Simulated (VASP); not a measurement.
# SrTiO3 (P4/mmm) in VASP: single point with HSE06

Aim: the single point of SrTiO3 with HSE06.

All numbers are computed with VASP 6.6.1; they aren't measurements. Logs are shortened: lines on timing, memory, paths and dates and some standing lists are left out, and cuts for length are marked.

## (1) The cell of the first run

It takes space group P4/mmm (No. 123, tetragonal). Conventional cell: a = 3.907 Å, b = 3.907 Å, c = 3.751 Å, α = 90.00°, β = 90.00°, γ = 90.00°. Sr (site symmetry 4/mmm) has 12 O at 2.71 to 2.76 Å and 8 Ti at 3.34 Å within 3.6 Å. Within 2.5 Å of Ti (site symmetry 4/mmm) lie 6 O at 1.88 to 1.95 Å. Within 2.5 Å of O (site symmetry 4/mmm) lie 2 Ti at 1.88 Å. Within 2.6 Å of O (site symmetry mmm) lie 2 Ti at 1.95 Å.

## (2) Single point, HSE06 (uniaxial z strain -4.0%)

File POSCAR:

```
SrTiO3
1.0
    3.9068515016      0.0000000000      0.0000000000
    0.0000000000      3.9068515016      0.0000000000
    0.0000000000      0.0000000000      3.7505774415
Sr Ti O
1 1 3
Direct
    0.0000000000      0.0000000000      0.0000000000
    0.5000000000      0.5000000000      0.5000000000
    0.5000000000      0.5000000000      0.0000000000
    0.5000000000      0.0000000000      0.5000000000
    0.0000000000      0.5000000000      0.5000000000
```

File INCAR.step1:

```
SYSTEM = SrTiO3
PREC = Accurate ; ENCUT = 520
EDIFF = 1E-5 ; ISMEAR = 0
SIGMA = 0.01 ; LREAL = .FALSE.
LASPH = .TRUE. ; NELM = 100
ALGO = Normal ; ISIF = 2
LWAVE = .TRUE. ; LCHARG = .FALSE.
NBANDS = 28 ; GGA = PE
KPAR = 4
```

File INCAR.step2:

```
SYSTEM = SrTiO3
PREC = Accurate ; ENCUT = 520
EDIFF = 1E-6 ; ISMEAR = 0
SIGMA = 0.01 ; LREAL = .FALSE.
LASPH = .TRUE. ; NELM = 100
ALGO = Normal ; ISIF = 2
LWAVE = .FALSE. ; LCHARG = .FALSE.
GGA = PE ; LHFCALC = .TRUE.
HFSCREEN = 0.2079 ; PRECFOCK = Fast
NBANDS = 28 ; ISTART = 1
KPAR = 4
```

File KPOINTS:

```
regular mesh
0
G
  4 4 4
  0 0 0
```

Potentials or basis: VASP PAW PBE potentials, release 64 (Sr_sv, Ti_sv, O).

Launch:

```bash
cat potpaw_PBE.64/Sr_sv/POTCAR potpaw_PBE.64/Ti_sv/POTCAR potpaw_PBE.64/O/POTCAR > POTCAR
cp INCAR.step1 INCAR
mpirun -np 4 vasp_std > vasp.out
cp INCAR.step2 INCAR
mpirun -np 4 vasp_std > vasp.out
```

OUTCAR:

```text
SYSTEM = SrTiO3
   PREC = Accurate
   ENCUT = 520
   EDIFF = 1E-6
   ISMEAR = 0
   LREAL = .FALSE.
   LASPH = .TRUE.
   NELM = 100
   ISIF = 2
   GGA = PE
   LHFCALC = .TRUE.
   HFSCREEN = 0.2079
   PRECFOCK = Fast
   ISTART = 1

 ion  position               nearest neighbor table
   1  0.000  0.000  0.000-   4 2.71   5 2.71   4 2.71   5 2.71   5 2.71   5 2.71   4 2.71   4 2.71
                             3 2.76   3 2.76   3 2.76   3 2.76   2 3.34   2 3.34   2 3.34   2 3.34
   2  0.500  0.500  0.500-   3 1.88   3 1.88   5 1.95   4 1.95   4 1.95   5 1.95   1 3.34   1 3.34
                             1 3.34   1 3.34   1 3.34   1 3.34   1 3.34   1 3.34
   3  0.500  0.500  0.000-   2 1.88   2 1.88   1 2.76   1 2.76   1 2.76   1 2.76
   4  0.500  0.000  0.500-   2 1.95   2 1.95   1 2.71   1 2.71   1 2.71   1 2.71
   5  0.000  0.500  0.500-   2 1.95   2 1.95   1 2.71   1 2.71   1 2.71   1 2.71

  LATTYP: Found a simple tetragonal cell.
 ALAT       =     3.9068515016
 C/A-ratio  =     0.9600000000

  Lattice vectors:

 A1 = (   3.9068515016,   0.0000000000,   0.0000000000)
 A2 = (   0.0000000000,   3.9068515016,   0.0000000000)
 A3 = (   0.0000000000,   0.0000000000,   3.7505774415)

Analysis of symmetry for initial positions (statically):
=====================================================================
 Subroutine PRICEL returns:
 Original cell was already a primitive cell.

 Routine SETGRP: Setting up the symmetry group for a
 simple tetragonal supercell.

 Subroutine GETGRP returns: Found 16 space group operations
 (whereof 16 operations were pure point group operations)
 out of a pool of 16 trial point group operations.

The static configuration has the point symmetry D_4h.

Analysis of symmetry for dynamics (positions and initial velocities):
=====================================================================
 Subroutine PRICEL returns:
 Original cell was already a primitive cell.

 Routine SETGRP: Setting up the symmetry group for a
 simple tetragonal supercell.

 Subroutine GETGRP returns: Found 16 space group operations
 (whereof 16 operations were pure point group operations)
 out of a pool of 16 trial point group operations.

The dynamic configuration has the point symmetry D_4h.

 Subroutine INISYM returns: Found 16 space group operations
 (whereof 16 operations are pure point group operations),
 and found     1 'primitive' translations

----------------------------------------------------------------------------------------

                                     Primitive cell

  volume of cell :      57.2469

  direct lattice vectors                    reciprocal lattice vectors
     3.906851502  0.000000000  0.000000000     0.255960586  0.000000000  0.000000000
     0.000000000  3.906851502  0.000000000     0.000000000  0.255960586  0.000000000
     0.000000000  0.000000000  3.750577441     0.000000000  0.000000000  0.266625610

  length of vectors
     3.906851502  3.906851502  3.750577441     0.255960586  0.255960586  0.266625610

  position of ions in fractional coordinates (direct lattice)
     0.000000000  0.000000000  0.000000000
     0.500000000  0.500000000  0.500000000
     0.500000000  0.500000000  0.000000000
     0.500000000  0.000000000  0.500000000
     0.000000000  0.500000000  0.500000000

  ion indices of the primitive-cell ions
   primitive index   ion index
                 1           1
                 2           2
                 3           3
                 4           4
                 5           5

----------------------------------------------------------------------------------------

 KPOINTS: regular mesh

Automatic generation of k-mesh.
 Grid dimensions read from file:
 generate k-points for:    4    4    4

 Generating k-lattice:

  Cartesian coordinates                     Fractional coordinates (reciprocal lattice)
     0.063990147  0.000000000  0.000000000     0.250000000  0.000000000  0.000000000
     0.000000000  0.063990147  0.000000000     0.000000000  0.250000000  0.000000000
     0.000000000  0.000000000  0.066656403     0.000000000  0.000000000  0.250000000

  Length of vectors
     0.063990147  0.063990147  0.066656403

  Shift w.r.t. Gamma in fractional coordinates (k-lattice)
     0.000000000  0.000000000  0.000000000

 Subroutine IBZKPT returns following result:
 ===========================================

 Found     18 irreducible k-points:

 Following reciprocal coordinates:
            Coordinates               Weight
  0.000000  0.000000  0.000000      1.000000
  0.250000  0.000000  0.000000      4.000000
  0.500000  0.000000  0.000000      2.000000
  0.250000  0.250000  0.000000      4.000000
  0.500000  0.250000  0.000000      4.000000
  0.500000  0.500000  0.000000      1.000000
[... 10 lines left out ...]
  0.500000  0.250000  0.500000      4.000000
  0.500000  0.500000  0.500000      1.000000
   k-points           NKPTS =     18   k-points in BZ     NKDIM =     64   number of bands    NBANDS=     28
   number of dos      NEDOS =    301   number of ions     NIONS =      5
   total plane-waves  NPLWV =  25200
   dimension x,y,z NGX =    30 NGY =   30 NGZ =   28
   dimension x,y,z NGXF=    60 NGYF=   60 NGZF=   56
   ions per type =               1   1   3
   NGX,Y,Z   is equivalent  to a cutoff of  12.77, 12.77, 12.41 a.u.
   NGXF,Y,Z  is equivalent  to a cutoff of  25.53, 25.53, 24.82 a.u.
 SYSTEM =  SrTiO3
   PREC   = accura    normal or accurate (medium, high low for compatibility)
   ISTART =      1    job   : 0-new  1-cont  2-samecut
   ICHARG =      0    charge: 1-file 2-atom 10-const
   ISPIN  =      1    spin polarized calculation?
   LNONCOLLINEAR =      F non collinear calculations
   LSORBIT =      F    spin-orbit coupling
   LASPH  =      T    aspherical Exc in radial PAW
   ENCUT  =  520.0 eV  38.22 Ry    6.18 a.u.   7.26  7.26  6.97*2*pi/ulx,y,z
   NELM   =    100;   NELMIN=  2; NELMDL=  0     # of ELM steps
   EDIFF  = 0.1E-05   stopping-criterion for ELM
   LREAL  =      F    real-space projection
   EDIFFG = 0.1E-04   stopping-criterion for IOM
   NSW    =      0    number of steps for IOM
   IBRION =     -1    ionic relax: 0-MD 1-quasi-New 2-CG
   NFREE  =      0    steps in history (QN), initial steepest desc. (CG)
   ISIF   =      2    stress and relaxation
   ISYM   =      3    0-nonsym 1-usesym 2-fastsym
   POTIM  = 0.5000    time-step for ionic-motion
   TEBEG  =    0.0;   TEEND  =   0.0 temperature during run
   PSTRESS=    0.0 pullay stress
   NELECT =      40.0000    total number of electrons
   NUPDOWN=      -1.0000    fix difference up-down
   EMIN   =  10.00;   EMAX   =-10.00  energy-range for DOS
   EFERMI =   0.00;   METHOD = LEGACY
   ISMEAR =     0;   SIGMA  =   0.01  broadening in eV -4-tet -1-fermi 0-gaus
   EFERMI_NEDOS =   21; number of points for ismear=-14 and -15
   IALGO  =     38    algorithm
   IMIX   =      1    mixing-type and parameters
     AMIX     =   0.40;   BMIX     =  1.00
     AMIX_MAG =   1.60;   BMIX_MAG =  1.00
  volume/ion in A,a.u.               =      11.45        77.26
  Fermi-wavevector in a.u.,A,eV,Ry     =   1.452705  2.745215 28.713090  2.110353
  Thomas-Fermi vector in A             =   2.570056
   LORBIT       =      0    0 simple, 1 ext, 2 COOP (PROOUT), +10 PAW based schemes
   GGA     = PE    functional components
   LHFCALC =     T    Hartree Fock is set to
   PRECFOCK=fast      Normal, Fast or Accurate (Low or Medium for compatibility)
   ENCUT4O =  -1.0   cutoff for four orbital integrals eV
   NKREDX  =     1    reduce k-point grid by
   NKREDY  =     1    reduce k-point grid by
   NKREDZ  =     1    reduce k-point grid by
   AEXX    =    0.2500 exact exchange contribution
   HFSCREEN=    0.2079 screening length (either q_TF or 0.3 A-1)
   HFSCREENC=   0.2079 screening length for correlation (either q_TF or 0.3 A-1)
   ENCUTFOCK=  -1.0 apply spherical cutoff to Coloumb kernel
   IVDW    =     0    specifies the selected vdW correction
   LEPSILON=     F    determine dielectric tensor
   LRPA    =     F    only Hartree local field effects (RPA)
 non-spin polarized calculation
 Gauss-broadening in eV      SIGMA  =   0.01
  energy-cutoff  :      520.00
  volume of cell :       57.25
 maximum number of plane-waves:      1560
 NGX is ok and might be reduce to    30
  NGX = 16; NGY = 16; NGZ = 16

 number of electron      39.9999997 magnetization

 Free energy of the ion-electron system (eV)
  ---------------------------------------------------
  ext. energy  EPLUGINS =         0.00000000
  ---------------------------------------------------
  free energy    TOTEN  =       -48.50819962 eV

  energy without entropy =      -48.50819962  energy(sigma->0) =      -48.50819962

 E-fermi :   3.6817     XC(G=0):  -9.4173

 val. band max:        3.4832822592   @ k =   0.5000   0.5000   0.5000
 cond. band min:       6.8102695010   @ k =   0.0000   0.0000   0.0000
 fundamental gap:      3.3269872418
 Fermi energy:         3.6816591014

 k-point     1 :       0.0000    0.0000    0.0000
  band No.  band energies     occupation
      1     -57.1643      2.00000
      2     -31.8278      2.00000
      3     -31.7592      2.00000
      4     -31.7592      2.00000
      5     -31.0934      2.00000
      6     -15.8497      2.00000
[... 20 lines left out ...]
     27      10.7500      0.00000
     28      11.7253      0.00000

 k-point     2 :       0.2500    0.0000    0.0000
  band No.  band energies     occupation
      1     -57.1636      2.00000
      2     -31.8254      2.00000
      3     -31.8105      2.00000
      4     -31.7567      2.00000
      5     -31.0649      2.00000
      6     -15.9086      2.00000
[... 20 lines left out ...]
     27      11.7119      0.00000
     28      13.1130      0.00000

 k-point     3 :       0.5000    0.0000    0.0000
  band No.  band energies     occupation
      1     -57.1628      2.00000
      2     -31.8591      2.00000
      3     -31.8231      2.00000
      4     -31.7543      2.00000
      5     -31.0388      2.00000
      6     -16.0336      2.00000
[... 430 lines left out ...]
      3     -31.8243      2.00000
      4     -31.7841      2.00000
      5     -31.0204      2.00000
      6     -14.6104      2.00000
[... 20 lines left out ...]
     27      13.6112      0.00000
     28      14.4467      0.00000

 k-point    18 :       0.5000    0.5000    0.5000
  band No.  band energies     occupation
      1     -57.1584      2.00000
      2     -31.9443      2.00000
      3     -31.8215      2.00000
      4     -31.8215      2.00000
      5     -31.0099      2.00000
      6     -14.2878      2.00000
[... 20 lines left out ...]
     27      13.8628      0.00000
     28      14.6182      0.00000

------------------------ aborting loop because EDIFF is reached ----------------------------------------

  FORCE on cell =-STRESS in cart. coord.  units (eV):
  Direction    XX          YY          ZZ          XY          YZ          ZX
  --------------------------------------------------------------------------------------
  -------------------------------------------------------------------------------------
  Total        1.3068808      1.3068808      5.7374402      0.0000000      0.0000000      0.0000000
  in kB       36.5758661     36.5758661    160.5745843      0.0000000      0.0000000      0.0000000
  external PRESSURE =      77.9087722 kB  Pullay stress =       0.0000000 kB

 VOLUME and BASIS-vectors are now :
 -----------------------------------------------------------------------------
  energy-cutoff  :      520.00
  volume of cell :       57.25
      direct lattice vectors                 reciprocal lattice vectors
     3.906851502  0.000000000  0.000000000     0.255960586  0.000000000  0.000000000
     0.000000000  3.906851502  0.000000000     0.000000000  0.255960586  0.000000000
     0.000000000  0.000000000  3.750577441     0.000000000  0.000000000  0.266625610

 POSITION                                       TOTAL-FORCE (eV/Angst)
 -----------------------------------------------------------------------------------
      0.00000      0.00000      0.00000         0.000000      0.000000      0.000000
      1.95343      1.95343      1.87529         0.000000      0.000000      0.000000
      1.95343      1.95343      0.00000         0.000000      0.000000      0.000000
      1.95343      0.00000      1.87529         0.000000      0.000000      0.000000
      0.00000      1.95343      1.87529         0.000000      0.000000      0.000000
 -----------------------------------------------------------------------------------
    total drift:                               -0.000000     -0.000000     -0.000001

  FREE ENERGIE OF THE ION-ELECTRON SYSTEM (eV)
  ---------------------------------------------------
  free  energy   TOTEN  =       -48.5081996170 eV

  energy  without entropy=      -48.5081996170  energy(sigma->0) =      -48.50819962
```

Run time: 14 min. Hardware: 4 MPI ranks of Oxide Virtual Turin-like, shared host; peak memory 0.27 GiB.

What came out:

```
Free energy            : -48.5082 eV
Pressure               : 7.8 GPa
Band gap on the k mesh : 3.33 eV (least direct gap 3.70 eV)
```

Caveat: the cell differs from its parent crystal (uniaxial z strain -4.0%); the stress differs along the axes, from 4 to 16 GPa; the PAW data sets were made with another functional, which shifts forces and pressure a little. A k mesh can miss the band edges.
